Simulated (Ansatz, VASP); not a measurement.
## NaI: VASP beside Ansatz

```
CELL_PARAMETERS angstrom
0.08604 3.24406 3.24406
3.24406 0.08604 3.24406
3.24406 3.24406 0.08604
ATOMIC_POSITIONS crystal
Na 0.00000 0.00000 0.00000
I 0.50000 0.50000 0.50000
```

Change from the starting cell: epitaxial_111 strain -2.2%.

Alike in both runs: task single point; functional PBE; k mesh 8 × 8 × 8; occupations fermi-dirac, width 0.02 eV; no spin polarisation.

|  | VASP | Ansatz |
| --- | --- | --- |
| version | VASP 6.6.1 | Ansatz 0.2.0 |
| potentials or method | VASP PAW PBE potentials, release 64 (Na_pv, I) | plane waves, PAW |
| plane-wave cutoff (eV) | 520 | 420 |
| valence electrons in the cell | 14 | 26 |

|  | VASP | Ansatz | Ansatz less VASP |
| --- | --- | --- | --- |
| gap on the k mesh at the Fermi level (eV) | 3.66 | 3.66 | +0.004 |
| pressure (GPa) | 1.0 | 1.0 | -0.01 |
| traceless stress, the component that is largest in VASP (GPa) | -0.21 | -0.21 | -0.001 |

VASP's potentials hold 14 valence electrons a cell and Ansatz's 26, so a difference there can come from the potentials and not from the codes.

Neither program's run includes spin-orbit coupling.
